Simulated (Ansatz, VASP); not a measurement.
**W: VASP beside Ansatz**

```
W
1.0
    -1.59282    1.59282    1.59282
     1.59282   -1.59282    1.59282
     1.59282    1.59282   -1.59282
W
1
Direct
  0.00000 0.00000 0.00000
```

Alike in both runs: task single point; functional BHLYP; k mesh 6 × 6 × 6; occupations fermi-dirac, width 0.05 eV; no spin polarisation.

|  | VASP | Ansatz |
| --- | --- | --- |
| version | VASP 6.6.1 | Ansatz 0.2.0 |
| potentials or method | VASP PAW PBE potentials, release 64 (W_sv) | Ansatz PAW |
| plane-wave cutoff (eV) | 520 | 420 |
| valence electrons in the cell | 14 | 14 |

|  | VASP | Ansatz | Ansatz less VASP |
| --- | --- | --- | --- |
| gap on the k mesh at the Fermi level (eV) | none | none | - |
| pressure (GPa) | -6.3 | -1.5 | +4.82 |

VASP's potentials were made for PBE, not for BHLYP. A gap of «none» marks a metal or a gap that the smearing closes. One of these differences is far larger than is usual between the two programs; its cause wasn't traced. With one functional, cell and mesh, what is left measures potentials, basis and numerics.

The k mesh is coarse, so the values compare programs but aren't converged. Spin-orbit coupling is off throughout.
